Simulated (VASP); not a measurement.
Here is a VASP 6.6.1 calculation.

The input INCAR:

```
PREC = Accurate
ENCUT = 520
EDIFF = 1E-6
ISMEAR = -1
SIGMA = 0.1
LREAL = F
LASPH = T
NELM = 60
ALGO = Normal
ISIF = 2
LWAVE = F
LCHARG = F
GGA = B5
ALDAX = 1.0
AGGAX = 1.0
AGGAC = 1.0
ALDAC = 0.0
NBANDS = 8
```

File KPOINTS:

```
Automatic mesh
0
Gamma
  21 21 21
```

The input POSCAR:

```
B
1.0
   -1.1405117059      1.1405117059      1.1405117059
    1.1405117059     -1.1405117059      1.1405117059
    1.1405117059      1.1405117059     -1.1405117059
B
1
Direct
    0.0000000000      0.0000000000      0.0000000000
```

Potentials or basis: VASP PAW PBE potentials, release 64 (B).

Command:

```bash
$ cat potpaw_PBE.64/B/POTCAR > POTCAR
$ mpirun -np 1 vasp_std > vasp.out
```

Problem. What does it give for the pressure?

Solution. 17.9 GPa.

Caveat: the PAW data sets were made with another functional, which shifts forces and pressure a little.
